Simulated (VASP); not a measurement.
A run of VASP 6.6.1:

File INCAR:

```
PREC = Accurate
ENCUT = 520
EDIFF = 1E-7
ISMEAR = -1
SIGMA = 0.1
LREAL = False
LASPH = True
NELM = 60
ALGO = Normal
ISIF = 2
LWAVE = False
LCHARG = False
GGA = B5
ALDAX = 1.0
AGGAX = 1.0
AGGAC = 1.0
ALDAC = 0.0
NBANDS = 12
```

KPOINTS

```
regular mesh
0
Gamma
  13 13 13
```

POSCAR

```
Au
1.0
    2.8158885619      0.0000000000      0.0000000000
    0.0000000000      2.8158885619      0.0000000000
    0.0000000000      0.0000000000      2.8158885619
Au
1
Direct
    0.0000000000      0.0000000000      0.0000000000
```

Potentials or basis: VASP PAW PBE potentials, release 64 (Au).

The run is started by

```console
$ cat potpaw_PBE.64/Au/POTCAR > POTCAR
$ mpirun -np 1 vasp_std > vasp.out
```

Hardware: 1 thread of Intel Xeon 6975P-C, on a shared host.

Task: Estimate the wall time of this run.

Result: Run time: 14 s on 1 thread of Intel Xeon 6975P-C (shared host), peak memory 0.15 GiB. Counts: scf iterations 11, k points 84.
